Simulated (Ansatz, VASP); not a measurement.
## HfN in VASP and in Ansatz

```
Hf N
1.0
     0.00000    2.25087    2.25087
     2.25087    0.00000    2.25087
     2.25087    2.25087    0.00000
Hf N
1 1
Cartesian
  0.0000 0.0000 0.0000
  2.2509 2.2509 2.2509
```

Alike in both runs: task relaxation of cell and atoms; functional PBEsol; k mesh 16 × 16 × 16; occupations fermi-dirac, width 0.15 eV; no spin polarisation.

|  | VASP | Ansatz |
| --- | --- | --- |
| version | VASP 6.6.1 | Ansatz 0.2.0 |
| potentials or method | VASP PAW PBE potentials, release 64 (Hf_pv, N), cutoff 600 eV | scalar-relativistic, plane waves, PAW |
| valence electrons in the cell | 15 | 31 |

|  | VASP | Ansatz | Ansatz less VASP |
| --- | --- | --- | --- |
| gap on the k mesh at the Fermi level, each at its own relaxed structure (eV) | none | none | - |
| relaxed volume (Å³/atom) | 11.32 | 11.41 | +0.090 |
| relaxed length of the cell vector where the two differ most in proportion (Å) | 3.175 | 3.184 | +0.0084 |

VASP's potentials were made for PBE, not for PBEsol. A gap of «none» marks a metal or a gap that the smearing closes. VASP's potentials hold 15 valence electrons a cell and Ansatz's 31, so a difference there can come from the potentials and not from the codes.

Spin-orbit coupling is off throughout.
